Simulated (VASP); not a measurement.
Here is a VASP 6.6.1 calculation.

INCAR

```
PREC     = Accurate       # precision mode
ENCUT    = 520            # plane-wave cutoff, eV
EDIFF    = 1E-6           # SCF threshold, eV
ISMEAR   = 0              # smearing method
SIGMA    = 0.15           # smearing width, eV
LREAL    = F              # projectors in reciprocal space
LASPH    = T              # aspherical terms in the spheres
NELM     = 100            # most SCF steps
ALGO     = Fast           # electronic algorithm
ISIF     = 2              # what is computed and relaxed
LWAVE    = F              # write WAVECAR
LCHARG   = T              # write CHGCAR
GGA      = PS             # functional
LELF     = T              # ELF
LVHAR    = T            
NBANDS   = 30             # bands
```

KPOINTS

```
Automatic mesh
0
Gamma
  16 16 16
```

File POSCAR:

```
Ga3Sb
1.0
   -2.3156291093      1.9429991377      4.5452891320
    2.3156291093     -1.9429991377      4.5452891320
    2.3156291093      1.9429991377     -4.5452891320
Ga Sb
3 1
Direct
    0.7500000000      0.2500000000      0.5000000000
    0.2500000000      0.7500000000      0.5000000000
    0.5000000000      0.5000000000      0.0000000000
    0.0000000000      0.0000000000      0.0000000000
```

Potentials or basis: VASP PAW PBE potentials, release 64 (Ga_d, Sb).

Launch:

```console
$ cat potpaw_PBE.64/Ga_d/POTCAR potpaw_PBE.64/Sb/POTCAR > POTCAR
$ mpirun -np 1 vasp_std > vasp.out
```

(1) Estimate the band gap on the k mesh.

(2) What does it give for the largest force?

Answers

(1) zero (bands 22 and 23 overlap by 4.16 eV).

(2) 0.150 eV/Å.

Caveat: the cell differs from its parent crystal (strain +0.0875 x Voigt [1, -1, 0, 0, 0, 0]); the PAW data sets were made with another functional, which shifts forces and pressure a little; spin-orbit coupling is left out, which moves the levels of the heavy elements.
